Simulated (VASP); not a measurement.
# FeSi (P2_13) in VASP: density of states with PBE

Aim: the density of states of FeSi with PBE.

All numbers are computed with VASP 6.6.1; they aren't measurements. Logs are shortened: lines on timing, memory, paths and dates and some standing lists are left out, and cuts for length are marked.

## 1. The cell of the first run

The structure is cubic, space group P2_13 (No. 198). Conventional cell: a = 4.448 Å, b = 4.448 Å, c = 4.448 Å, α = 90.00°, β = 90.00°, γ = 90.00°. Fe (site symmetry 3) has 7 Si at 2.27 to 2.50 Å and 6 Fe at 2.73 Å within 3.0 Å. Si (site symmetry 3) has 7 Fe at 2.27 to 2.50 Å and 6 Si at 2.76 Å within 3.0 Å.

## 2. Density of states, PBE

Contents of POSCAR:

```
FeSi
1.0
    4.4480343810      0.0000000000      0.0000000000
    0.0000000000      4.4480343810      0.0000000000
    0.0000000000      0.0000000000      4.4480343810
Fe Si
4 4
Direct
    0.1359940297      0.1359940297      0.1359940297
    0.3640059703      0.8640059703      0.6359940297
    0.6359940297      0.3640059703      0.8640059703
    0.8640059703      0.6359940297      0.3640059703
    0.8407200305      0.8407200305      0.8407200305
    0.6592799695      0.1592799695      0.3407200305
    0.3407200305      0.6592799695      0.1592799695
    0.1592799695      0.3407200305      0.6592799695
```

Contents of INCAR.step1:

```
SYSTEM = FeSi
PREC = Accurate
ENCUT = 520
EDIFF = 1E-6
ISMEAR = 0
SIGMA = 0.01
LREAL = .False.
LASPH = .True.
NELM = 60
ALGO = Normal
ISIF = 2
LWAVE = .False.
LCHARG = .True.
LMAXMIX = 4
GGA = PE
NBANDS = 34
```

Contents of KPOINTS.step1:

```
Automatic mesh
0
Gamma
  8 8 8
  0 0 0
```

Contents of INCAR.step2:

```
SYSTEM = FeSi
PREC = Accurate
ENCUT = 520
EDIFF = 1E-6
ISMEAR = -5
SIGMA = 0.01
LREAL = .False.
LASPH = .True.
NELM = 60
ALGO = Normal
ISIF = 2
LWAVE = .False.
LCHARG = .False.
LMAXMIX = 4
GGA = PE
LORBIT = 11
NBANDS = 34
NEDOS = 1001
ICHARG = 11
```

Contents of KPOINTS.step2:

```
Automatic mesh
0
Gamma
  12 12 12
  0 0 0
```

Potentials or basis: VASP PAW PBE potentials, release 64 (Fe, Si).

Started as:

```console
$ cat potpaw_PBE.64/Fe/POTCAR potpaw_PBE.64/Si/POTCAR > POTCAR
$ cp INCAR.step1 INCAR
$ cp KPOINTS.step1 KPOINTS
$ mpirun -np 1 vasp_std > vasp.out
$ cp INCAR.step2 INCAR
$ cp KPOINTS.step2 KPOINTS
$ mpirun -np 1 vasp_std > vasp.out
```

OUTCAR:

```text
SYSTEM = FeSi
   PREC = Accurate
   ENCUT = 520
   EDIFF = 1E-6
   ISMEAR = -5
   LREAL = .False.
   LASPH = .True.
   NELM = 60
   ISIF = 2
   GGA = PE
   LORBIT = 11
   ICHARG = 11

 ion  position               nearest neighbor table
   1  0.136  0.136  0.136-   5 2.27   6 2.31   7 2.31   8 2.31   7 2.50   8 2.50   6 2.50   3 2.73
                             4 2.73   2 2.73   2 2.73   4 2.73   3 2.73
   2  0.364  0.864  0.636-   6 2.27   5 2.31   7 2.31   8 2.31   7 2.50   8 2.50   5 2.50   1 2.73
                             1 2.73   3 2.73   3 2.73   4 2.73   4 2.73
   3  0.636  0.364  0.864-   7 2.27   6 2.31   5 2.31   8 2.31   8 2.50   6 2.50   5 2.50   1 2.73
                             4 2.73   2 2.73   2 2.73   4 2.73   1 2.73
   4  0.864  0.636  0.364-   8 2.27   6 2.31   7 2.31   5 2.31   6 2.50   5 2.50   7 2.50   1 2.73
                             3 2.73   2 2.73   1 2.73   2 2.73   3 2.73
   5  0.841  0.841  0.841-   1 2.27   2 2.31   3 2.31   4 2.31   3 2.50   4 2.50   2 2.50   6 2.76
                             7 2.76   8 2.76   6 2.76   8 2.76   7 2.76
   6  0.659  0.159  0.341-   2 2.27   1 2.31   3 2.31   4 2.31   3 2.50   4 2.50   1 2.50   8 2.76
                             5 2.76   5 2.76   7 2.76   7 2.76   8 2.76
   7  0.341  0.659  0.159-   3 2.27   2 2.31   1 2.31   4 2.31   4 2.50   2 2.50   1 2.50   8 2.76
                             5 2.76   8 2.76   6 2.76   6 2.76   5 2.76
   8  0.159  0.341  0.659-   4 2.27   2 2.31   3 2.31   1 2.31   2 2.50   1 2.50   3 2.50   7 2.76
                             5 2.76   7 2.76   5 2.76   6 2.76   6 2.76

  LATTYP: Found a simple cubic cell.
 ALAT       =     4.4480343810

  Lattice vectors:

 A1 = (   4.4480343810,   0.0000000000,   0.0000000000)
 A2 = (   0.0000000000,   4.4480343810,   0.0000000000)
 A3 = (   0.0000000000,   0.0000000000,   4.4480343810)

Analysis of symmetry for initial positions (statically):
=====================================================================
 Subroutine PRICEL returns:
 Original cell was already a primitive cell.

 Routine SETGRP: Setting up the symmetry group for a
 simple cubic supercell.

 Subroutine GETGRP returns: Found 12 space group operations
 (whereof  3 operations were pure point group operations)
 out of a pool of 48 trial point group operations.

The static configuration has the point symmetry C_3 .
 The point group associated with its full space group is T   .

Analysis of symmetry for dynamics (positions and initial velocities):
=====================================================================
 Subroutine PRICEL returns:
 Original cell was already a primitive cell.

 Routine SETGRP: Setting up the symmetry group for a
 simple cubic supercell.

 Subroutine GETGRP returns: Found 12 space group operations
 (whereof  3 operations were pure point group operations)
 out of a pool of 48 trial point group operations.

The dynamic configuration has the point symmetry C_3 .
 The point group associated with its full space group is T   .

 Subroutine INISYM returns: Found 12 space group operations
 (whereof  3 operations are pure point group operations),
 and found     1 'primitive' translations

----------------------------------------------------------------------------------------

                                     Primitive cell

  volume of cell :      88.0044

  direct lattice vectors                    reciprocal lattice vectors
     4.448034381  0.000000000  0.000000000     0.224818406  0.000000000  0.000000000
     0.000000000  4.448034381  0.000000000     0.000000000  0.224818406  0.000000000
     0.000000000  0.000000000  4.448034381     0.000000000  0.000000000  0.224818406

  length of vectors
     4.448034381  4.448034381  4.448034381     0.224818406  0.224818406  0.224818406

  position of ions in fractional coordinates (direct lattice)
     0.135994030  0.135994030  0.135994030
     0.364005970  0.864005970  0.635994030
     0.635994030  0.364005970  0.864005970
     0.864005970  0.635994030  0.364005970
     0.840720031  0.840720031  0.840720031
     0.659279969  0.159279969  0.340720031
     0.340720031  0.659279969  0.159279969
     0.159279969  0.340720031  0.659279969

  ion indices of the primitive-cell ions
   primitive index   ion index
                 1           1
                 2           2
                 3           3
[... 24 lines left out ...]
  Shift w.r.t. Gamma in fractional coordinates (k-lattice)
     0.000000000  0.000000000  0.000000000

 TETIRR: Found   1645 inequivalent tetrahedra from    10368

 Subroutine IBZKPT returns following result:
 ===========================================

 Found    119 irreducible k-points:

 Following reciprocal coordinates:
            Coordinates               Weight
  0.000000  0.000000  0.000000      1.000000
  0.083333  0.000000  0.000000      6.000000
  0.166667  0.000000  0.000000      6.000000
  0.250000  0.000000  0.000000      6.000000
  0.333333  0.000000  0.000000      6.000000
  0.416667  0.000000  0.000000      6.000000
[... 16 lines left out ...]
 -0.166667  0.333333  0.000000     12.000000
  0.416667  0.166667  0.000000     12.000000
 [... further k-points ...]
   k-points           NKPTS =    119   k-points in BZ     NKDIM =    119   number of bands    NBANDS=     34
   number of dos      NEDOS =   1001   number of ions     NIONS =      8
   total plane-waves  NPLWV =  46656
   dimension x,y,z NGX =    36 NGY =   36 NGZ =   36
   dimension x,y,z NGXF=    72 NGYF=   72 NGZF=   72
   ions per type =               4   4
   NGX,Y,Z   is equivalent  to a cutoff of  13.46, 13.46, 13.46 a.u.
   NGXF,Y,Z  is equivalent  to a cutoff of  26.91, 26.91, 26.91 a.u.
 SYSTEM =  FeSi
   PREC   = accura    normal or accurate (medium, high low for compatibility)
   ISTART =      0    job   : 0-new  1-cont  2-samecut
   ICHARG =     11    charge: 1-file 2-atom 10-const
   ISPIN  =      1    spin polarized calculation?
   LNONCOLLINEAR =      F non collinear calculations
   LSORBIT =      F    spin-orbit coupling
   LASPH  =      T    aspherical Exc in radial PAW
   ENCUT  =  520.0 eV  38.22 Ry    6.18 a.u.   8.27  8.27  8.27*2*pi/ulx,y,z
   NELM   =     60;   NELMIN=  2; NELMDL=  0     # of ELM steps
   EDIFF  = 0.1E-05   stopping-criterion for ELM
   LREAL  =      F    real-space projection
   EDIFFG = 0.1E-04   stopping-criterion for IOM
   NSW    =      0    number of steps for IOM
   IBRION =     -1    ionic relax: 0-MD 1-quasi-New 2-CG
   NFREE  =      0    steps in history (QN), initial steepest desc. (CG)
   ISIF   =      2    stress and relaxation
   ISYM   =      2    0-nonsym 1-usesym 2-fastsym
   POTIM  = 0.5000    time-step for ionic-motion
   TEBEG  =    0.0;   TEEND  =   0.0 temperature during run
   PSTRESS=    0.0 pullay stress
   NELECT =      48.0000    total number of electrons
   NUPDOWN=      -1.0000    fix difference up-down
   EMIN   =  10.00;   EMAX   =-10.00  energy-range for DOS
   EFERMI =   0.00;   METHOD = LEGACY
   ISMEAR =    -5;   SIGMA  =   0.01  broadening in eV -4-tet -1-fermi 0-gaus
   EFERMI_NEDOS =   21; number of points for ismear=-14 and -15
   IALGO  =     38    algorithm
   IMIX   =      4    mixing-type and parameters
     AMIX     =   0.40;   BMIX     =  1.00
     AMIX_MAG =   1.60;   BMIX_MAG =  1.00
  volume/ion in A,a.u.               =      11.00        74.24
  Fermi-wavevector in a.u.,A,eV,Ry     =   1.337582  2.527664 24.342535  1.789126
  Thomas-Fermi vector in A             =   2.466119
   LORBIT       =     11    0 simple, 1 ext, 2 COOP (PROOUT), +10 PAW based schemes
   GGA     = PE    functional components
   LHFCALC =     F    Hartree Fock is set to
   AEXX    =    0.0000 exact exchange contribution
   IVDW    =     0    specifies the selected vdW correction
   LEPSILON=     F    determine dielectric tensor
   LRPA    =     F    only Hartree local field effects (RPA)
 non-spin polarized calculation
 Fermi weights with tetrahedron method with Bloechl corrections
  energy-cutoff  :      520.00
  volume of cell :       88.00
 maximum number of plane-waves:      2401
 NGX is ok and might be reduce to    36

 number of electron      48.0000013 magnetization

 Free energy of the ion-electron system (eV)
  ---------------------------------------------------
  ext. energy  EPLUGINS =         0.00000000
  ---------------------------------------------------
  free energy    TOTEN  =       -58.78217933 eV

  energy without entropy =      -58.78217933  energy(sigma->0) =      -58.78217933

 E-fermi :   9.7397     XC(G=0): -12.7990

 val. band max:        9.7284669960   @ k =   0.2500   0.0833   0.0833
 cond. band min:       9.8828189912   @ k =   0.2500   0.2500   0.0000
 fundamental gap:      0.1543519953
 Fermi energy:         9.7396637917

 k-point     1 :       0.0000    0.0000    0.0000
  band No.  band energies     occupation
      1      -3.5183      2.00000
      2       1.8370      2.00000
      3       1.8370      2.00000
      4       1.8370      2.00000
      5       4.6739      2.00000
      6       4.6739      2.00000
[... 877 lines left out ...]
     33      13.9613      0.00000
     34      14.2532      0.00000

 [... further k-points ...]

------------------------ aborting loop because EDIFF is reached ----------------------------------------

  FORCE on cell =-STRESS in cart. coord.  units (eV):
  Direction    XX          YY          ZZ          XY          YZ          ZX
  --------------------------------------------------------------------------------------
  -------------------------------------------------------------------------------------
  Total        0.0927456      0.0927456      0.0927456      0.0000000      0.0000000     -0.0000000
  in kB        1.6884944      1.6884944      1.6884944      0.0000000      0.0000000     -0.0000000
  external PRESSURE =       1.6884944 kB  Pullay stress =       0.0000000 kB

 VOLUME and BASIS-vectors are now :
 -----------------------------------------------------------------------------
  energy-cutoff  :      520.00
  volume of cell :       88.00
      direct lattice vectors                 reciprocal lattice vectors
     4.448034381  0.000000000  0.000000000     0.224818406  0.000000000  0.000000000
     0.000000000  4.448034381  0.000000000     0.000000000  0.224818406  0.000000000
     0.000000000  0.000000000  4.448034381     0.000000000  0.000000000  0.224818406

 POSITION                                       TOTAL-FORCE (eV/Angst)
 -----------------------------------------------------------------------------------
      0.60491      0.60491      0.60491         0.020267      0.020267      0.020267
      1.61911      3.84313      2.82892        -0.020267     -0.020267      0.020267
      2.82892      1.61911      3.84313         0.020267     -0.020267     -0.020267
      3.84313      2.82892      1.61911        -0.020267      0.020267     -0.020267
      3.73955      3.73955      3.73955         0.000982      0.000982      0.000982
      2.93250      0.70848      1.51553        -0.000982     -0.000982      0.000982
      1.51553      2.93250      0.70848         0.000982     -0.000982     -0.000982
      0.70848      1.51553      2.93250        -0.000982      0.000982     -0.000982
 -----------------------------------------------------------------------------------
    total drift:                               -0.000001     -0.000001     -0.000000

  FREE ENERGIE OF THE ION-ELECTRON SYSTEM (eV)
  ---------------------------------------------------
  free  energy   TOTEN  =       -58.7821793267 eV

  energy  without entropy=      -58.7821793267  energy(sigma->0) =      -58.78217933

 total charge

# of ion       s       p       d       tot
------------------------------------------
    1        0.440   0.646   6.569   7.655
    2        0.440   0.646   6.569   7.655
    3        0.440   0.646   6.569   7.655
    4        0.440   0.646   6.569   7.655
    5        0.737   0.899   0.000   1.636
    6        0.737   0.899   0.000   1.636
    7        0.737   0.899   0.000   1.636
    8        0.737   0.899   0.000   1.636
--------------------------------------------------
tot          4.709   6.183  26.275  37.167
```

Run time: 3.7 min. Hardware: 1 thread of Intel Xeon Platinum 8559C (Emerald Rapids), shared host; peak memory 0.4 GiB.

What came out:

| Item | Value |
| --- | --- |
| Valence electrons inside the program's atomic spheres | Fe 7.66; Si 1.64 |
